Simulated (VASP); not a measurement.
Set up this calculation in VASP 6.6.1, as the native input.

```yaml
Task: single point
Functional: PBE
Potentials_or_basis: VASP PAW PBE potentials, release 64 (K_sv, Cl)
Cutoff: 520 eV
k_mesh: 4 × 4 × 4
Occupations: gaussian, width 0.01 eV
Spin: no spin polarisation
Dipole_correction: no
Further_INCAR_settings: ALGO = Normal; EDIFF = 1e-06; NBANDS = 15
```

The structure of KCl lies in POSCAR:

```
KCl
1.0
    3.7708085932      0.0000000000      0.0000000000
    0.0000000000      3.7708085932      0.0000000000
    0.0000000000      0.0000000000      3.7708085932
K Cl
1 1
Direct
    0.0000000000      0.0000000000      0.0000000000
    0.5000000000      0.5000000000      0.5000000000
```

These files were run (other wordings do the same):

INCAR

```
PREC = Accurate ; ENCUT = 520
EDIFF = 1E-6 ; ISMEAR = 0
SIGMA = 0.01 ; LREAL = F
LASPH = T ; NELM = 60
ALGO = Normal ; ISIF = 2
LWAVE = F ; LCHARG = F
GGA = PE ; NBANDS = 15
```

KPOINTS

```
Automatic mesh
0
Gamma
  4 4 4
```

Potentials or basis: VASP PAW PBE potentials, release 64 (K_sv, Cl).

Command:

```sh
$ cat potpaw_PBE.64/K_sv/POTCAR potpaw_PBE.64/Cl/POTCAR > POTCAR
$ mpirun -np 1 vasp_std > vasp.out
```

It gave:

```json
{
 "Pressure": "1.1 GPa",
 "Band gap on the k mesh": "5.03 eV, indirect (least direct gap 5.24 eV)"
}
```

It took 7.3 s on 1 thread of Intel(R) Xeon(R) Platinum 8259CL CPU @ 2.50GHz (Skylake/Cascade Lake) (shared host), peak memory 0.15 GiB.
